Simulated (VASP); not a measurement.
# CdSe (P6_3mc) in VASP: single point with PBE

Aim: the single point of CdSe with PBE.

Program: VASP 6.6.1. These are calculated values, not measurements. Logs are shortened: lines on timing, memory, paths and dates and some standing lists are left out, and cuts for length are marked.

## Step 1: The cell of the first run

Symmetry: P6_3mc, No. 186, hexagonal system. Conventional cell: a = 4.299 Å, b = 4.299 Å, c = 7.010 Å, α = 90.00°, β = 90.00°, γ = 120.00°. Within 3.5 Å of Cd (site symmetry 3m) lie 4 Se at 2.63 Å. Within 3.5 Å of Se (site symmetry 3m) lie 4 Cd at 2.63 Å.

## Step 2: Single point, PBE

INCAR reads:

```
ALGO     = Normal         # electronic algorithm
EDIFF    = 1E-6           # SCF threshold, eV
ENCUT    = 520            # plane-wave cutoff, eV
GGA      = PE             # functional
ISIF     = 2              # what is computed and relaxed
ISMEAR   = 0              # smearing method
LASPH    = True           # aspherical terms in the spheres
LCHARG   = False          # write CHGCAR
LREAL    = False          # projectors in reciprocal space
LWAVE    = False          # write WAVECAR
NBANDS   = 26             # bands
NELM     = 100            # most SCF steps
PREC     = Accurate       # precision mode
SIGMA    = 0.05           # smearing width, eV
```

KPOINTS reads:

```
k-points
0
Gamma
  8 8 5
```

POSCAR reads:

```
CdSe
1.0
    4.2989999995      0.0000000000      0.0000000000
   -2.1494999997      3.7230432104      0.0000000000
    0.0000000000      0.0000000000      7.0100000000
Cd Se
2 2
Direct
    0.3333333333      0.6666666667      0.0000884709
    0.6666666667      0.3333333333      0.5000884709
    0.3333333333      0.6666666667      0.3759115291
    0.6666666667      0.3333333333      0.8759115291
```

Potentials or basis: VASP PAW PBE potentials, release 64 (Cd, Se).

Command:

```sh
cat potpaw_PBE.64/Cd/POTCAR potpaw_PBE.64/Se/POTCAR > POTCAR
mpirun -np 1 vasp_std > vasp.out
```

OUTCAR:

```text
EDIFF = 1E-6
   ENCUT = 520
   GGA = PE
   ISIF = 2
   ISMEAR = 0
   LASPH = True
   LREAL = False
   NELM = 100
   PREC = Accurate

 ion  position               nearest neighbor table
   1  0.333  0.667  0.000-   4 2.63   4 2.63   4 2.63   3 2.63
   2  0.667  0.333  0.500-   3 2.63   3 2.63   3 2.63   4 2.63
   3  0.333  0.667  0.376-   2 2.63   2 2.63   2 2.63   1 2.63
   4  0.667  0.333  0.876-   1 2.63   1 2.63   1 2.63   2 2.63

  LATTYP: Found a hexagonal cell.
 ALAT       =     4.2989999995
 C/A-ratio  =     1.6306117704

  Lattice vectors:

 A1 = (   4.2989999995,   0.0000000000,   0.0000000000)
 A2 = (  -2.1494999997,   3.7230432104,   0.0000000000)
 A3 = (   0.0000000000,   0.0000000000,   7.0100000000)

Analysis of symmetry for initial positions (statically):
=====================================================================
 Subroutine PRICEL returns:
 Original cell was already a primitive cell.

 Routine SETGRP: Setting up the symmetry group for a
 hexagonal supercell.

 Subroutine GETGRP returns: Found 12 space group operations
 (whereof  6 operations were pure point group operations)
 out of a pool of 24 trial point group operations.

The static configuration has the point symmetry C_3v.
 The point group associated with its full space group is C_6v.

Analysis of symmetry for dynamics (positions and initial velocities):
=====================================================================
 Subroutine PRICEL returns:
 Original cell was already a primitive cell.

 Routine SETGRP: Setting up the symmetry group for a
 hexagonal supercell.

 Subroutine GETGRP returns: Found 12 space group operations
 (whereof  6 operations were pure point group operations)
 out of a pool of 24 trial point group operations.

The dynamic configuration has the point symmetry C_3v.
 The point group associated with its full space group is C_6v.

 Subroutine INISYM returns: Found 12 space group operations
 (whereof  6 operations are pure point group operations),
 and found     1 'primitive' translations

----------------------------------------------------------------------------------------

                                     Primitive cell

  volume of cell :     112.1976

  direct lattice vectors                    reciprocal lattice vectors
     4.299000000  0.000000000  0.000000000     0.232612235  0.134298737  0.000000000
    -2.149500000  3.723043210  0.000000000     0.000000000  0.268597473  0.000000000
     0.000000000  0.000000000  7.010000000     0.000000000  0.000000000  0.142653352

  length of vectors
     4.299000000  4.298999999  7.010000000     0.268597473  0.268597473  0.142653352

  position of ions in fractional coordinates (direct lattice)
     0.333333333  0.666666667  0.000088471
     0.666666667  0.333333333  0.500088471
     0.333333333  0.666666667  0.375911529
     0.666666667  0.333333333  0.875911529

  ion indices of the primitive-cell ions
   primitive index   ion index
                 1           1
                 2           2
                 3           3
                 4           4

----------------------------------------------------------------------------------------

 KPOINTS: k-points

Automatic generation of k-mesh.
 Grid dimensions read from file:
 generate k-points for:    8    8    5

 Generating k-lattice:

  Cartesian coordinates                     Fractional coordinates (reciprocal lattice)
     0.029076529  0.016787342  0.000000000     0.125000000  0.000000000  0.000000000
     0.000000000  0.033574684  0.000000000     0.000000000  0.125000000  0.000000000
     0.000000000  0.000000000  0.028530670     0.000000000  0.000000000  0.200000000

  Length of vectors
     0.033574684  0.033574684  0.028530670

  Shift w.r.t. Gamma in fractional coordinates (k-lattice)
     0.000000000  0.000000000  0.000000000

 Subroutine IBZKPT returns following result:
 ===========================================

 Found     30 irreducible k-points:

 Following reciprocal coordinates:
            Coordinates               Weight
  0.000000  0.000000  0.000000      1.000000
  0.125000 -0.000000  0.000000      6.000000
  0.250000 -0.000000  0.000000      6.000000
  0.375000  0.000000  0.000000      6.000000
  0.500000 -0.000000  0.000000      3.000000
  0.125000  0.125000  0.000000      6.000000
[... 16 lines left out ...]
  0.250000 -0.000000  0.400000     12.000000
  0.375000  0.000000  0.400000     12.000000
 [... further k-points ...]
   k-points           NKPTS =     30   k-points in BZ     NKDIM =     30   number of bands    NBANDS=     26
   number of dos      NEDOS =    301   number of ions     NIONS =      4
   total plane-waves  NPLWV =  55296
   dimension x,y,z NGX =    32 NGY =   32 NGZ =   54
   dimension x,y,z NGXF=    64 NGYF=   64 NGZF=  108
   ions per type =               2   2
   NGX,Y,Z   is equivalent  to a cutoff of  12.37, 12.37, 12.81 a.u.
   NGXF,Y,Z  is equivalent  to a cutoff of  24.75, 24.75, 25.61 a.u.
 SYSTEM =  unknown system
   PREC   = accura    normal or accurate (medium, high low for compatibility)
   ISTART =      0    job   : 0-new  1-cont  2-samecut
   ICHARG =      2    charge: 1-file 2-atom 10-const
   ISPIN  =      1    spin polarized calculation?
   LNONCOLLINEAR =      F non collinear calculations
   LSORBIT =      F    spin-orbit coupling
   LASPH  =      T    aspherical Exc in radial PAW
   ENCUT  =  520.0 eV  38.22 Ry    6.18 a.u.   7.99  7.99 13.03*2*pi/ulx,y,z
   NELM   =    100;   NELMIN=  2; NELMDL= -5     # of ELM steps
   EDIFF  = 0.1E-05   stopping-criterion for ELM
   LREAL  =      F    real-space projection
   EDIFFG = 0.1E-04   stopping-criterion for IOM
   NSW    =      0    number of steps for IOM
   IBRION =     -1    ionic relax: 0-MD 1-quasi-New 2-CG
   NFREE  =      0    steps in history (QN), initial steepest desc. (CG)
   ISIF   =      2    stress and relaxation
   ISYM   =      2    0-nonsym 1-usesym 2-fastsym
   POTIM  = 0.5000    time-step for ionic-motion
   TEBEG  =    0.0;   TEEND  =   0.0 temperature during run
   PSTRESS=    0.0 pullay stress
   NELECT =      36.0000    total number of electrons
   NUPDOWN=      -1.0000    fix difference up-down
   EMIN   =  10.00;   EMAX   =-10.00  energy-range for DOS
   EFERMI =   0.00;   METHOD = LEGACY
   ISMEAR =     0;   SIGMA  =   0.05  broadening in eV -4-tet -1-fermi 0-gaus
   EFERMI_NEDOS =   21; number of points for ismear=-14 and -15
   IALGO  =     38    algorithm
   IMIX   =      4    mixing-type and parameters
     AMIX     =   0.40;   BMIX     =  1.00
     AMIX_MAG =   1.60;   BMIX_MAG =  1.00
  volume/ion in A,a.u.               =      28.05       189.29
  Fermi-wavevector in a.u.,A,eV,Ry     =   1.120765  2.117938 17.090465  1.256114
  Thomas-Fermi vector in A             =   2.257414
   LORBIT       =      0    0 simple, 1 ext, 2 COOP (PROOUT), +10 PAW based schemes
   GGA     = PE    functional components
   LHFCALC =     F    Hartree Fock is set to
   AEXX    =    0.0000 exact exchange contribution
   IVDW    =     0    specifies the selected vdW correction
   LEPSILON=     F    determine dielectric tensor
   LRPA    =     F    only Hartree local field effects (RPA)
 non-spin polarized calculation
 Gauss-broadening in eV      SIGMA  =   0.05
  energy-cutoff  :      520.00
  volume of cell :      112.20
 maximum number of plane-waves:      3046
 NGX is ok and might be reduce to    32
   NGX = 15   NGY = 15   NGZ = 27

 number of electron      35.9999997 magnetization

 Free energy of the ion-electron system (eV)
  ---------------------------------------------------
  ext. energy  EPLUGINS =         0.00000000
  ---------------------------------------------------
  free energy    TOTEN  =       -10.92147128 eV

  energy without entropy =      -10.92147128  energy(sigma->0) =      -10.92147128

 E-fermi :   1.2401     XC(G=0):  -8.8925

 val. band max:        0.9676945735   @ k =   0.0000   0.0000   0.0000
 cond. band min:       1.6414385100   @ k =   0.0000   0.0000   0.0000
 fundamental gap:      0.6737439366
 Fermi energy:         1.2400754257

 k-point     1 :       0.0000    0.0000    0.0000
  band No.  band energies     occupation
      1     -11.6485      2.00000
      2     -11.2679      2.00000
      3      -6.9687      2.00000
      4      -6.9618      2.00000
      5      -6.9618      2.00000
      6      -6.8933      2.00000
[... 18 lines left out ...]
     25       7.9927      0.00000
     26       8.7027      0.00000

 k-point     2 :       0.1250   -0.0000    0.0000
  band No.  band energies     occupation
      1     -11.6002      2.00000
      2     -11.2459      2.00000
      3      -6.9541      2.00000
      4      -6.9445      2.00000
      5      -6.9250      2.00000
      6      -6.8719      2.00000
[... 18 lines left out ...]
     25       8.3605      0.00000
     26       8.4130      0.00000

 k-point     3 :       0.2500   -0.0000    0.0000
  band No.  band energies     occupation
      1     -11.4780      2.00000
      2     -11.1970      2.00000
      3      -6.9187      2.00000
      4      -6.9077      2.00000
      5      -6.8327      2.00000
      6      -6.8110      2.00000
[... 18 lines left out ...]
     25       8.4156      0.00000
     26       8.9487      0.00000

 k-point     4 :       0.3750    0.0000    0.0000
  band No.  band energies     occupation
      1     -11.3420      2.00000
      2     -11.1597      2.00000
      3      -6.8921      2.00000
      4      -6.8805      2.00000
      5      -6.7625      2.00000
      6      -6.7545      2.00000
[... 18 lines left out ...]
     25       8.8509      0.00000
     26       9.6459      0.00000
[... 496 lines left out ...]
      1     -11.4761      2.00000
      2     -11.3662      2.00000
      3      -6.9226      2.00000
      4      -6.9221      2.00000
      5      -6.9014      2.00000
      6      -6.8989      2.00000
[... 18 lines left out ...]
     25       7.7457      0.00000
     26       7.8154      0.00000

 k-point    23 :       0.2500   -0.0000    0.4000
  band No.  band energies     occupation
      1     -11.3771      2.00000
      2     -11.2898      2.00000
      3      -6.8880      2.00000
      4      -6.8757      2.00000
      5      -6.8592      2.00000
      6      -6.8457      2.00000
[... 18 lines left out ...]
     25       7.9833      0.00000
     26       8.5345      0.00000

 k-point    24 :       0.3750    0.0000    0.4000
  band No.  band energies     occupation
      1     -11.2733      2.00000
      2     -11.2167      2.00000
      3      -6.8732      2.00000
      4      -6.8356      2.00000
      5      -6.8339      2.00000
      6      -6.7961      2.00000
[... 18 lines left out ...]
     25       8.5680      0.00000
     26       9.2334      0.00000

 [... further k-points ...]

------------------------ aborting loop because EDIFF is reached ----------------------------------------

  FORCE on cell =-STRESS in cart. coord.  units (eV):
  Direction    XX          YY          ZZ          XY          YZ          ZX
  --------------------------------------------------------------------------------------
  -------------------------------------------------------------------------------------
  Total        2.3189746      2.3189746      2.3826522      0.0000000      0.0000000      0.0000000
  in kB       33.1148691     33.1148691     34.0241819      0.0000000      0.0000000      0.0000000
  external PRESSURE =      33.4179734 kB  Pullay stress =       0.0000000 kB

 VOLUME and BASIS-vectors are now :
 -----------------------------------------------------------------------------
  energy-cutoff  :      520.00
  volume of cell :      112.20
      direct lattice vectors                 reciprocal lattice vectors
     4.299000000  0.000000000  0.000000000     0.232612235  0.134298737  0.000000000
    -2.149500000  3.723043210  0.000000000     0.000000000  0.268597473  0.000000000
     0.000000000  0.000000000  7.010000000     0.000000000  0.000000000  0.142653352

 POSITION                                       TOTAL-FORCE (eV/Angst)
 -----------------------------------------------------------------------------------
     -0.00000      2.48203      0.00062        -0.000000      0.000000      0.001023
      2.14950      1.24101      3.50562         0.000000      0.000000      0.001023
     -0.00000      2.48203      2.63514         0.000000      0.000000     -0.001023
      2.14950      1.24101      6.14014        -0.000000      0.000000     -0.001023
 -----------------------------------------------------------------------------------
    total drift:                               -0.000000     -0.000000      0.000095

  FREE ENERGIE OF THE ION-ELECTRON SYSTEM (eV)
  ---------------------------------------------------
  free  energy   TOTEN  =       -10.9214712776 eV

  energy  without entropy=      -10.9214712776  energy(sigma->0) =      -10.92147128
```

Run time: 83 s. Hardware: 1 thread of AMD EPYC 7R13 (Zen 3), shared host; peak memory 0.23 GiB.

What came out:

```
Free energy            : -10.9215 eV
Pressure               : 3.3 GPa
Band gap on the k mesh : 0.67 eV, direct
```

Levels at points of the mesh, in eV from the valence-band top:
| k point | band 14 | band 15 | band 16 | band 17 | band 18 | band 19 | band 20 | band 21 | band 22 | band 23 |
| --- | --- | --- | --- | --- | --- | --- | --- | --- | --- | --- |
| (0.00, 0.00, 0.00) | -0.77 | -0.77 | -0.05 | 0.00 | 0.00 | 0.67 | 2.20 | 5.86 | 5.86 | 6.15 |
| (0.50, 0.00, 0.00) | -3.66 | -2.68 | -1.87 | -1.34 | -0.76 | 3.22 | 3.33 | 4.77 | 6.16 | 6.46 |
